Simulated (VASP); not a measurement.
# Sn3Se (Pm-3m) in VASP: notebook, part 2 of 2

VASP 6.6.1. The steps go on from the part before.

## (5) Single point, PBE

This run uses another cell than the first one, of 28.79 Å³/atom, 1.080 times its volume.

Input file INCAR:

```
PREC = Accurate ; ENCUT = 520
EDIFF = 1E-7 ; ISMEAR = 1
SIGMA = 0.1 ; LREAL = False
LASPH = True ; NELM = 80
ALGO = Normal ; ISIF = 2
LWAVE = False ; LCHARG = True
GGA = PE ; LELF = True
LVHAR = True ; NBANDS = 32
```

Input file KPOINTS:

```
Automatic mesh
0
Gamma
  5 5 5
```

Input file POSCAR:

```
Sn3Se
1.0
    4.8651004452      0.0000000000      0.0000000000
    0.0000000000      4.8651004452      0.0000000000
    0.0000000000      0.0000000000      4.8651004452
Sn Se
3 1
Direct
    0.0000000000      0.5000000000      0.5000000000
    0.5000000000      0.0000000000      0.5000000000
    0.5000000000      0.5000000000      0.0000000000
    0.0000000000      0.0000000000      0.0000000000
```

Potentials or basis: VASP PAW PBE potentials, release 64 (Sn_d, Se).

Started as:

```sh
> cat potpaw_PBE.64/Sn_d/POTCAR potpaw_PBE.64/Se/POTCAR > POTCAR
> mpirun -np 1 vasp_std > vasp.out
```

OUTCAR:

```text
PREC = Accurate
   ENCUT = 520
   EDIFF = 1E-7
   ISMEAR = 1
   LREAL = False
   LASPH = True
   NELM = 80
   ISIF = 2
   GGA = PE

 ion  position               nearest neighbor table
   1  0.000  0.500  0.500-   2 3.44   3 3.44   3 3.44   2 3.44   2 3.44   3 3.44   3 3.44   2 3.44

   2  0.500  0.000  0.500-   1 3.44   3 3.44   3 3.44   1 3.44   3 3.44   3 3.44   1 3.44   1 3.44

   3  0.500  0.500  0.000-   1 3.44   2 3.44   1 3.44   2 3.44   2 3.44   2 3.44   1 3.44   1 3.44

   4  0.000  0.000  0.000-

  LATTYP: Found a simple cubic cell.
 ALAT       =     4.8651004452

  Lattice vectors:

 A1 = (   4.8651004452,   0.0000000000,   0.0000000000)
 A2 = (   0.0000000000,   4.8651004452,   0.0000000000)
 A3 = (   0.0000000000,   0.0000000000,   4.8651004452)

Analysis of symmetry for initial positions (statically):
=====================================================================
 Subroutine PRICEL returns:
 Original cell was already a primitive cell.

 Routine SETGRP: Setting up the symmetry group for a
 simple cubic supercell.

 Subroutine GETGRP returns: Found 48 space group operations
 (whereof 48 operations were pure point group operations)
 out of a pool of 48 trial point group operations.

The static configuration has the point symmetry O_h .

Analysis of symmetry for dynamics (positions and initial velocities):
=====================================================================
 Subroutine PRICEL returns:
 Original cell was already a primitive cell.

 Routine SETGRP: Setting up the symmetry group for a
 simple cubic supercell.

 Subroutine GETGRP returns: Found 48 space group operations
 (whereof 48 operations were pure point group operations)
 out of a pool of 48 trial point group operations.

[... 103 lines left out ...]
   EFERMI =   0.00;   METHOD = LEGACY
   ISMEAR =     1;   SIGMA  =   0.10  broadening in eV -4-tet -1-fermi 0-gaus
   EFERMI_NEDOS =   21; number of points for ismear=-14 and -15
   IALGO  =     38    algorithm
   IMIX   =      4    mixing-type and parameters
     AMIX     =   0.40;   BMIX     =  1.00
     AMIX_MAG =   1.60;   BMIX_MAG =  1.00
  volume/ion in A,a.u.               =      28.79       194.27
  Fermi-wavevector in a.u.,A,eV,Ry     =   1.222916  2.310977 20.347846  1.495524
  Thomas-Fermi vector in A             =   2.358046
   LORBIT       =      0    0 simple, 1 ext, 2 COOP (PROOUT), +10 PAW based schemes
   GGA     = PE    functional components
   LHFCALC =     F    Hartree Fock is set to
   AEXX    =    0.0000 exact exchange contribution
   IVDW    =     0    specifies the selected vdW correction
   LEPSILON=     F    determine dielectric tensor
   LRPA    =     F    only Hartree local field effects (RPA)
 non-spin polarized calculation
 Methfessel and Paxton  Order N= 1 SIGMA  =   0.10
  energy-cutoff  :      520.00
  volume of cell :      115.15
 maximum number of plane-waves:      3116
   NGX = 19   NGY = 19   NGZ = 19

 number of electron      48.0000022 magnetization

 Free energy of the ion-electron system (eV)
  ---------------------------------------------------
  ext. energy  EPLUGINS =         0.00000000
  ---------------------------------------------------
  free energy    TOTEN  =       -14.78118256 eV

  energy without entropy =      -14.78295307  energy(sigma->0) =      -14.78177273

 E-fermi :   6.3148     XC(G=0):  -9.8158

 val. band max:        6.2330044165   @ k =   0.4000   0.2000   0.2000
 cond. band min:       6.3616933065   @ k =   0.0000   0.0000   0.0000
 fundamental gap:      0.1286888899
 Fermi energy:         6.3147984219

 k-point     1 :       0.0000    0.0000    0.0000
  band No.  band energies     occupation
      1     -15.4100      2.00000
      2     -15.4100      2.00000
      3     -15.4097      2.00000
      4     -15.4097      2.00000
      5     -15.4097      2.00000
      6     -15.3559      2.00000
[... 339 lines left out ...]
     31      11.7024      0.00000
     32      13.5543      0.00000

------------------------ aborting loop because EDIFF is reached ----------------------------------------

  FORCE on cell =-STRESS in cart. coord.  units (eV):
  Direction    XX          YY          ZZ          XY          YZ          ZX
  --------------------------------------------------------------------------------------
  -------------------------------------------------------------------------------------
  Total       -1.9438722     -1.9438722     -1.9438722      0.0000000      0.0000000      0.0000000
  in kB      -27.0459889    -27.0459889    -27.0459889      0.0000000      0.0000000      0.0000000
  external PRESSURE =     -27.0459889 kB  Pullay stress =       0.0000000 kB

 VOLUME and BASIS-vectors are now :
 -----------------------------------------------------------------------------
  energy-cutoff  :      520.00
  volume of cell :      115.15
      direct lattice vectors                 reciprocal lattice vectors
     4.865100445  0.000000000  0.000000000     0.205545602  0.000000000  0.000000000
     0.000000000  4.865100445  0.000000000     0.000000000  0.205545602  0.000000000
     0.000000000  0.000000000  4.865100445     0.000000000  0.000000000  0.205545602

 POSITION                                       TOTAL-FORCE (eV/Angst)
 -----------------------------------------------------------------------------------
      0.00000      2.43255      2.43255         0.000000      0.000000      0.000000
      2.43255      0.00000      2.43255         0.000000      0.000000      0.000000
      2.43255      2.43255      0.00000         0.000000      0.000000      0.000000
      0.00000      0.00000      0.00000         0.000000      0.000000      0.000000
 -----------------------------------------------------------------------------------
    total drift:                                0.000000      0.000000      0.000000

  FREE ENERGIE OF THE ION-ELECTRON SYSTEM (eV)
  ---------------------------------------------------
  free  energy   TOTEN  =       -14.7811825592 eV

  energy  without entropy=      -14.7829530699  energy(sigma->0) =      -14.78177273
```

OSZICAR:

```text
N       E                     dE             d eps       ncg     rms          rms(c)
DAV:   1     0.449149735116E+03    0.44915E+03   -0.24012E+04   664   0.216E+03
DAV:   2     0.441306833081E+02   -0.40502E+03   -0.39255E+03   648   0.550E+02
DAV:   3    -0.123584763341E+02   -0.56489E+02   -0.54583E+02   768   0.173E+02
DAV:   4    -0.149246760476E+02   -0.25662E+01   -0.25593E+01   712   0.391E+01
DAV:   5    -0.150021157581E+02   -0.77440E-01   -0.77437E-01   864   0.734E+00    0.336E+00
DAV:   6    -0.147916576001E+02    0.21046E+00   -0.30350E-01   824   0.382E+00    0.198E+00
DAV:   7    -0.147844570093E+02    0.72006E-02   -0.95014E-02   792   0.154E+00    0.927E-01
DAV:   8    -0.147811745583E+02    0.32825E-02   -0.10761E-02   864   0.671E-01    0.129E-01
DAV:   9    -0.147811295972E+02    0.44961E-04   -0.21477E-03   704   0.327E-01    0.502E-02
DAV:  10    -0.147811750907E+02   -0.45493E-04   -0.22611E-04   808   0.129E-01    0.185E-02
DAV:  11    -0.147811851622E+02   -0.10072E-04   -0.21060E-05   768   0.350E-02    0.496E-03
DAV:  12    -0.147811826026E+02    0.25596E-05   -0.44546E-06   864   0.235E-02    0.132E-03
DAV:  13    -0.147811827246E+02   -0.12196E-06   -0.34416E-07   624   0.543E-03    0.793E-04
DAV:  14    -0.147811825430E+02    0.18161E-06   -0.42141E-08   440   0.192E-03    0.200E-04
DAV:  15    -0.147811825592E+02   -0.16272E-07   -0.20815E-08   376   0.161E-03
   1 F= -.14781183E+02 E0= -.14781773E+02  d E =0.177051E-02
```

stdout:

```text
POSCAR found type information on POSCAR SnSe
 POSCAR found :  2 types and       4 ions
 scaLAPACK will be used
 LDA part: xc-table for (Slater+PW92), standard interpolation
 POSCAR, INCAR and KPOINTS ok, starting setup
 FFT: planning ... GRIDC
 FFT: planning ... GRID_SOFT
 FFT: planning ... GRID
 WAVECAR not read
 entering main loop
```

Wall time 56 s (1 thread of Intel Xeon 8259CL, shared host); peak memory 0.21 GiB.

What came out:

| Quantity | Value |
| --- | --- |
| Free energy | -14.7812 eV |
| Pressure | -2.7 GPa |
| Band gap on the k mesh | zero (band 24 reaches 7.34 eV, above the bottom of band 25 at 6.01 eV) |

Caveat: spin-orbit coupling is left out, which moves the levels of the heavy elements.

## (6) The runs side by side

| cell | gap on the mesh (eV) | pressure (GPa) |
| --- | --- | --- |
| a = 4.742 Å, 4 atoms | none | 0.7 |
| a = 4.784 Å, 4 atoms | none | -0.6 |
| a = 4.825 Å, 4 atoms | none | -1.7 |
| a = 4.865 Å, 4 atoms | none | -2.7 |

Alike in all rows: task single point; level PBE; potentials or basis VASP PAW PBE potentials, release 64 (Sn_d, Se); no spin polarisation; k mesh 5 × 5 × 5; cutoff (eV) 520; smearing methfessel-paxton 0.1 eV.

Caveats: spin-orbit coupling is left out, which moves the levels of the heavy elements.

Total energies depend on the potentials used, so only differences within one code and one set of settings carry meaning.
